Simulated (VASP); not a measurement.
# Mg (Im-3m) in VASP: single point with LDA

Aim: the single point of Mg with LDA.

Program: VASP 6.6.1. These are calculated values, not measurements. Logs are shortened: lines on timing, memory, paths and dates and some standing lists are left out, and cuts for length are marked.

## Step 1: The cell of the first run

It takes space group Im-3m (No. 229, cubic). Conventional cell: a = 3.508 Å, b = 3.508 Å, c = 3.508 Å, α = 90.00°, β = 90.00°, γ = 90.00°. Within 4.0 Å of Mg (site symmetry m-3m) lie 14 Mg at 3.04 to 3.51 Å.

## Step 2: Single point, LDA

INCAR

```
PREC = Accurate
ENCUT = 520
EDIFF = 1E-6
ISMEAR = -1
SIGMA = 0.13605693000000002
LREAL = False
LASPH = True
NELM = 100
ALGO = Normal
ISIF = 2
LWAVE = False
LCHARG = False
GGA = CA
NBANDS = 7
```

KPOINTS

```
Automatic mesh
0
Gamma
  13 13 13
```

POSCAR

```
Mg
1.0
   -1.7537877143      1.7537877143      1.7537877143
    1.7537877143     -1.7537877143      1.7537877143
    1.7537877143      1.7537877143     -1.7537877143
Mg
1
Direct
    0.0000000000      0.0000000000      0.0000000000
```

Potentials or basis: VASP PAW LDA potentials, release 64 (Mg).

Launch:

```sh
$ cat potpaw_LDA.64/Mg/POTCAR > POTCAR
$ mpirun -np 1 vasp_std > vasp.out
```

OUTCAR:

```text
PREC = Accurate
   ENCUT = 520
   EDIFF = 1E-6
   ISMEAR = -1
   LREAL = False
   LASPH = True
   NELM = 100
   ISIF = 2
   GGA = CA

 ion  position               nearest neighbor table
   1  0.000  0.000  0.000-

  LATTYP: Found a body centered cubic cell.
 ALAT       =     3.5075754286

  Lattice vectors:

 A1 = (  -1.7537877143,   1.7537877143,   1.7537877143)
 A2 = (   1.7537877143,  -1.7537877143,   1.7537877143)
 A3 = (   1.7537877143,   1.7537877143,  -1.7537877143)

Analysis of symmetry for initial positions (statically):
=====================================================================
 Subroutine PRICEL returns:
 Original cell was already a primitive cell.

 Routine SETGRP: Setting up the symmetry group for a
 body centered cubic supercell.

 Subroutine GETGRP returns: Found 48 space group operations
 (whereof 48 operations were pure point group operations)
 out of a pool of 48 trial point group operations.

The static configuration has the point symmetry O_h .

Analysis of symmetry for dynamics (positions and initial velocities):
=====================================================================
 Subroutine PRICEL returns:
 Original cell was already a primitive cell.

 Routine SETGRP: Setting up the symmetry group for a
 body centered cubic supercell.

 Subroutine GETGRP returns: Found 48 space group operations
 (whereof 48 operations were pure point group operations)
 out of a pool of 48 trial point group operations.

The dynamic configuration has the point symmetry O_h .

 Subroutine INISYM returns: Found 48 space group operations
 (whereof 48 operations are pure point group operations),
 and found     1 'primitive' translations

----------------------------------------------------------------------------------------

                                     Primitive cell

  volume of cell :      21.5770

  direct lattice vectors                    reciprocal lattice vectors
    -1.753787714  1.753787714  1.753787714     0.000000000  0.285097219  0.285097219
     1.753787714 -1.753787714  1.753787714     0.285097219  0.000000000  0.285097219
[... 71 lines left out ...]
   NGX,Y,Z   is equivalent  to a cutoff of  13.13, 13.13, 13.13 a.u.
   NGXF,Y,Z  is equivalent  to a cutoff of  26.27, 26.27, 26.27 a.u.
 SYSTEM =  unknown system
   PREC   = accura    normal or accurate (medium, high low for compatibility)
   ISTART =      0    job   : 0-new  1-cont  2-samecut
   ICHARG =      2    charge: 1-file 2-atom 10-const
   ISPIN  =      1    spin polarized calculation?
   LNONCOLLINEAR =      F non collinear calculations
   LSORBIT =      F    spin-orbit coupling
   LASPH  =      T    aspherical Exc in radial PAW
   ENCUT  =  520.0 eV  38.22 Ry    6.18 a.u.   5.65  5.65  5.65*2*pi/ulx,y,z
   NELM   =    100;   NELMIN=  2; NELMDL= -5     # of ELM steps
   EDIFF  = 0.1E-05   stopping-criterion for ELM
   LREAL  =      F    real-space projection
   EDIFFG = 0.1E-04   stopping-criterion for IOM
   NSW    =      0    number of steps for IOM
   IBRION =     -1    ionic relax: 0-MD 1-quasi-New 2-CG
   NFREE  =      0    steps in history (QN), initial steepest desc. (CG)
   ISIF   =      2    stress and relaxation
   ISYM   =      2    0-nonsym 1-usesym 2-fastsym
   POTIM  = 0.5000    time-step for ionic-motion
   TEBEG  =    0.0;   TEEND  =   0.0 temperature during run
   PSTRESS=    0.0 pullay stress
   NELECT =       2.0000    total number of electrons
   NUPDOWN=      -1.0000    fix difference up-down
   EMIN   =  10.00;   EMAX   =-10.00  energy-range for DOS
   EFERMI =   0.00;   METHOD = LEGACY
   ISMEAR =    -1;   SIGMA  =   0.14  broadening in eV -4-tet -1-fermi 0-gaus
   EFERMI_NEDOS =   21; number of points for ismear=-14 and -15
   IALGO  =     38    algorithm
   IMIX   =      4    mixing-type and parameters
     AMIX     =   0.40;   BMIX     =  1.00
     AMIX_MAG =   1.60;   BMIX_MAG =  1.00
  volume/ion in A,a.u.               =      21.58       145.61
  Fermi-wavevector in a.u.,A,eV,Ry     =   0.740891  1.400081  7.468508  0.548920
  Thomas-Fermi vector in A             =   1.835402
   LORBIT       =      0    0 simple, 1 ext, 2 COOP (PROOUT), +10 PAW based schemes
   GGA     = CA    functional components
   LHFCALC =     F    Hartree Fock is set to
   AEXX    =    0.0000 exact exchange contribution
   IVDW    =     0    specifies the selected vdW correction
   LEPSILON=     F    determine dielectric tensor
   LRPA    =     F    only Hartree local field effects (RPA)
 non-spin polarized calculation
  energy-cutoff  :      520.00
  volume of cell :       21.58
 maximum number of plane-waves:       603
   NGX = 11   NGY = 11   NGZ = 11

 number of electron       2.0000000 magnetization

 Free energy of the ion-electron system (eV)
  ---------------------------------------------------
  ext. energy  EPLUGINS =         0.00000000
  ---------------------------------------------------
  free energy    TOTEN  =        -1.79218377 eV

  energy without entropy =       -1.76338475  energy(sigma->0) =       -1.77778426

 E-fermi :   2.8411     XC(G=0):  -8.8852

 val. band max:        2.8166024647   @ k =  -0.4615  -0.4615   0.1538
 cond. band min:       2.9376352727   @ k =   0.3077   0.2308   0.1538
 fundamental gap:      0.1210328079
 Fermi energy:         2.8410985095

 k-point     1 :       0.0000    0.0000    0.0000
  band No.  band energies     occupation
      1      -4.3879      2.00000
      2      16.1578      0.00000
      3      16.1578      0.00000
      4      16.1578      0.00000
      5      18.3177      0.00000
      6      18.3177      0.00000
      7      18.4831      0.00000
[... 221 lines left out ...]
 k-point    24 :       0.2308    0.0769    0.0769
  band No.  band energies     occupation
      1      -1.8141      2.00000
      2       7.0181      0.00000
      3      10.0440      0.00000
      4      11.1688      0.00000
      5      17.1415      0.00000
      6      17.7436      0.00000
      7      20.7902      0.00000

 [... further k-points ...]
[... 5 lines left out ...]
  --------------------------------------------------------------------------------------
  -------------------------------------------------------------------------------------
  Total       -0.0258681     -0.0258681     -0.0258681     -0.0000000     -0.0000000      0.0000000
  in kB       -1.9208087     -1.9208087     -1.9208087     -0.0000000     -0.0000000      0.0000000
  external PRESSURE =      -1.9208087 kB  Pullay stress =       0.0000000 kB

 VOLUME and BASIS-vectors are now :
 -----------------------------------------------------------------------------
  energy-cutoff  :      520.00
  volume of cell :       21.58
      direct lattice vectors                 reciprocal lattice vectors
    -1.753787714  1.753787714  1.753787714     0.000000000  0.285097219  0.285097219
     1.753787714 -1.753787714  1.753787714     0.285097219  0.000000000  0.285097219
     1.753787714  1.753787714 -1.753787714     0.285097219  0.285097219  0.000000000

 POSITION                                       TOTAL-FORCE (eV/Angst)
 -----------------------------------------------------------------------------------
      0.00000      0.00000      0.00000        -0.000000      0.000000      0.000000
 -----------------------------------------------------------------------------------
    total drift:                                0.000000      0.000000      0.000000

  FREE ENERGIE OF THE ION-ELECTRON SYSTEM (eV)
  ---------------------------------------------------
  free  energy   TOTEN  =        -1.7921837660 eV

  energy  without entropy=       -1.7633847522  energy(sigma->0) =       -1.77778426
```

Wall time 3.4 s (1 thread of Intel Xeon 6975P-C (Granite Rapids), shared host); peak memory 0.13 GiB.

Results:

```
Free energy            : -1.7922 eV
Pressure               : -0.2 GPa
Band gap on the k mesh : zero (band 1 reaches 5.40 eV, above the bottom of band 2 at 1.99 eV)
```

Levels at points of the mesh, in eV from the Fermi level:
```tsv
k point	band 1	band 2	band 3	band 4	band 5	band 6
(0.00, 0.00, 0.00)	-7.23	13.32	13.32	13.32	15.48	15.48
```
